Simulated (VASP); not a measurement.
# NaH (I4/mmm) in VASP: a series of runs, part 2 of 2

VASP 6.6.1.

## 4. Electric field gradients, PBEsol (equal xx and yy strain of +2 %)

Input file INCAR:

```
PREC = Accurate
ENCUT = 520
EDIFF = 1E-8
ISMEAR = -1
SIGMA = 0.03
LREAL = False
LASPH = True
NELM = 60
ALGO = Normal
ISIF = 2
LWAVE = False
LCHARG = False
GGA = PS
LEFG = True
NBANDS = 11
```

Input file KPOINTS:

```
Automatic mesh
0
Gamma
  9 9 9
```

Input file POSCAR:

```
NaH
1.0
    0.0000000000      2.4888000000      2.4400000000
    2.4888000000      0.0000000000      2.4400000000
    2.4888000000      2.4888000000      0.0000000000
Na H
1 1
Direct
    0.0000000000      0.0000000000      0.0000000000
    0.5000000000      0.5000000000      0.5000000000
```

Potentials or basis: VASP PAW PBE potentials, release 64 (Na_pv, H).

Run with:

```bash
> cat potpaw_PBE.64/Na_pv/POTCAR potpaw_PBE.64/H/POTCAR > POTCAR
> mpirun -np 1 vasp_std > vasp.out
```

OUTCAR:

```text
PREC = Accurate
   ENCUT = 520
   EDIFF = 1E-8
   ISMEAR = -1
   LREAL = False
   LASPH = True
   NELM = 60
   ISIF = 2
   GGA = PS

 ion  position               nearest neighbor table
   1  0.000  0.000  0.000-
   2  0.500  0.500  0.500-

  LATTYP: Found a body centered tetragonal cell.
 ALAT       =     3.5196947140
 C/A-ratio  =     1.3864838847

  Lattice vectors:

 A1 = (   0.0000000000,  -2.4888000000,  -2.4400000000)
 A2 = (   0.0000000000,   2.4888000000,  -2.4400000000)
 A3 = (   2.4888000000,   0.0000000000,   2.4400000000)

Analysis of symmetry for initial positions (statically):
=====================================================================
 Subroutine PRICEL returns:
 Original cell was already a primitive cell.

 Routine SETGRP: Setting up the symmetry group for a
[... 525 lines left out ...]
  energy-cutoff  :      520.00
  volume of cell :       30.23
      direct lattice vectors                 reciprocal lattice vectors
     0.000000000  2.488800000  2.440000000    -0.200900032  0.200900032  0.204918033
     2.488800000  0.000000000  2.440000000     0.200900032 -0.200900032  0.204918033
     2.488800000  2.488800000  0.000000000     0.200900032  0.200900032 -0.204918033

 POSITION                                       TOTAL-FORCE (eV/Angst)
 -----------------------------------------------------------------------------------
      0.00000      0.00000      0.00000         0.000000     -0.000000      0.000000
      2.48880      2.48880      2.44000         0.000000      0.000000      0.000000
 -----------------------------------------------------------------------------------
    total drift:                               -0.000000     -0.000000     -0.000000

  FREE ENERGIE OF THE ION-ELECTRON SYSTEM (eV)
  ---------------------------------------------------
  free  energy   TOTEN  =        -5.0688456232 eV

  energy  without entropy=       -5.0688456232  energy(sigma->0) =       -5.06884562

 Electric field gradients (V/A^2)
---------------------------------------------------------------------
 ion       V_xx      V_yy      V_zz      V_xy      V_xz      V_yz
---------------------------------------------------------------------
   1       0.857     0.857    -1.714     0.002     0.003     0.003
   2      -0.092    -0.092     0.184     0.001     0.001     0.001
---------------------------------------------------------------------

 Electric field gradients after diagonalization (V/A^2)
 (convention: |V_zz| > |V_xx| > |V_yy|)
----------------------------------------------------------------------
 ion       V_xx      V_yy      V_zz     asymmetry (V_yy - V_xx)/ V_zz
----------------------------------------------------------------------
   1       0.859     0.855    -1.714       0.002
   2      -0.093    -0.092     0.184       0.006
----------------------------------------------------------------------

           NMR quadrupolar parameters

 Cq : quadrupolar parameter    Cq=e*Q*V_zz/h
 eta: asymmetry parameters     (V_yy - V_xx)/ V_zz
 Q  : nuclear electric quadrupole moment in mb (millibarn)
----------------------------------------------------------------------
 ion       Cq(MHz)       eta       Q (mb)
----------------------------------------------------------------------
   1      -0.004       0.002       1.000
   2       0.000       0.006       1.000
----------------------------------------------------------------------
```

OSZICAR:

```text
N       E                     dE             d eps       ncg     rms          rms(c)
DAV:   1     0.366174264089E+02    0.36617E+02   -0.45190E+03  1656   0.728E+02
DAV:   2    -0.409901611029E+01   -0.40716E+02   -0.40151E+02  1710   0.194E+02
DAV:   3    -0.542953521945E+01   -0.13305E+01   -0.13285E+01  1972   0.333E+01
DAV:   4    -0.543853955999E+01   -0.90043E-02   -0.90034E-02  1944   0.279E+00
DAV:   5    -0.543861950301E+01   -0.79943E-04   -0.79942E-04  1874   0.270E-01    0.285E+00
DAV:   6    -0.514326389525E+01    0.29536E+00   -0.30950E-01  1988   0.308E+00    0.130E+00
DAV:   7    -0.506605478629E+01    0.77209E-01   -0.27543E-01  1875   0.215E+00    0.337E-01
DAV:   8    -0.506892373150E+01   -0.28689E-02   -0.69237E-03  1806   0.935E-01    0.588E-02
DAV:   9    -0.506885482115E+01    0.68910E-04   -0.80666E-04  2076   0.327E-01    0.192E-02
DAV:  10    -0.506884520460E+01    0.96165E-05   -0.45512E-05  1846   0.425E-02    0.302E-03
DAV:  11    -0.506884589059E+01   -0.68599E-06   -0.13170E-06  1927   0.671E-03    0.230E-03
DAV:  12    -0.506884558828E+01    0.30231E-06   -0.11168E-07  1928   0.213E-03    0.221E-04
DAV:  13    -0.506884559843E+01   -0.10150E-07   -0.48446E-09  1493   0.430E-04    0.127E-04
DAV:  14    -0.506884562332E+01   -0.24899E-07   -0.34145E-10   972   0.124E-04    0.618E-06
DAV:  15    -0.506884562320E+01    0.12221E-09   -0.27812E-11   942   0.425E-05
   1 F= -.50688456E+01 E0= -.50688456E+01  d E =-.221461E-11
```

stdout:

```text
POSCAR found type information on POSCAR NaH
 POSCAR found :  2 types and       2 ions
 scaLAPACK will be used
 -----------------------------------------------------------------------------
|                                                                             |
|                                                                             |
|     You enforced a specific xc type in the INCAR file but a different       |
|     I HOPE YOU KNOW WHAT YOU ARE DOING!                                     |
|                                                                             |
 -----------------------------------------------------------------------------

 LDA part: xc-table for (Slater+PW92), standard interpolation
 POSCAR, INCAR and KPOINTS ok, starting setup
 FFT: planning ... GRIDC
 FFT: planning ... GRID_SOFT
 FFT: planning ... GRID
 WAVECAR not read
 entering main loop
ion   1

ion   2
```

Wall time 26 s (1 thread of Intel Xeon Platinum 8488C (Sapphire Rapids), shared host); peak memory 0.15 GiB.

What came out:

```yaml
Free_energy: -5.0688 eV
Pressure: -1.9 GPa
Band_gap_on_the_k_mesh: 3.72 eV, indirect (least direct gap 4.46 eV)
```

Levels at points of the mesh, in eV from the valence-band top:
| k point | band 1 | band 2 | band 3 | band 4 | band 5 | band 6 | band 7 | band 8 |
| --- | --- | --- | --- | --- | --- | --- | --- | --- |
| (0.00, 0.00, 0.00) | -22.09 | -22.09 | -22.08 | -3.50 | 9.85 | 14.90 | 14.90 | 15.00 |

Electric field gradients, principal values (V/Å²):
```
atom   least  middle  greatest (by size)
1 Na   0.855   0.859              -1.714
 2 H  -0.092  -0.093               0.184
```

Caveat: the cell differs from its parent crystal (equal xx and yy strain of +2 %); without QUAD_EFG the Cq values of the log hold for a quadrupole moment of 1 mb, not for the nuclei; the PAW data sets were made with another functional, which shifts forces and pressure a little.

## 5. Summary

```csv
cell,gap on the mesh (eV),pressure (GPa)
"a = 3.433, b = 3.433, c = 3.451 Å, angles 59.8, 59.8, 60.3°, 2 atoms",3.82,-1.0
"a = 3.468, b = 3.468, c = 3.451 Å, angles 60.2, 60.2, 59.7°, 2 atoms",3.79,-1.4
"a = 3.485, b = 3.485, c = 3.520 Å, angles 59.7, 59.7, 60.7°, 2 atoms",3.72,-1.9
```

Alike in all rows: task electric field gradients; level PBEsol; potentials or basis VASP PAW PBE potentials, release 64 (Na_pv, H); no spin polarisation; k mesh 9 × 9 × 9; cutoff (eV) 520; smearing fermi-dirac 0.03 eV.

Caveats: the PAW data sets were made with another functional, which shifts forces and pressure a little.

Total energies depend on the potentials used, so only differences within one code and one set of settings carry meaning.
